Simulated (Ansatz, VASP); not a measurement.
**Two plane-wave programs on Au**

```
Au
1.0
     2.89277    0.00000    0.00000
    -1.44639    2.50522    0.00000
     0.00000    0.00000   26.44776
Au
5
Cartesian
  1.4464 0.8351 8.5000
  0.0000 1.6701 10.8619
  0.0000 0.0000 13.2967
  1.4464 0.8351 15.7438
  0.0000 1.6701 18.2395
```

Alike in both runs: task single point; functional PBE; k mesh 21 × 21 × 1; occupations gaussian, width 0.1 eV; no spin polarisation.

```csv
,VASP,Ansatz
version,VASP 6.6.1,Ansatz 0.2.0
potentials or method,"VASP PAW PBE potentials, release 64 (Au), cutoff 520 eV","scalar-relativistic, plane waves, PAW"
valence electrons in the cell,55,95
```

```csv
,VASP,Ansatz,Ansatz less VASP
gap on the k mesh at the Fermi level (eV),none,none,-
rms of the force components (eV/Å),0.143,0.146,+0.0021
```

Atom by atom the forces differ by 0.003 eV/Å (rms over components). A gap of «none» marks a metal or a gap that the smearing closes. VASP's potentials hold 55 valence electrons a cell and Ansatz's 95, so a difference there can come from the potentials and not from the codes. Ansatz's warnings: published levels not confirmed, xc potential rough in thin density.

Neither program's run includes spin-orbit coupling.
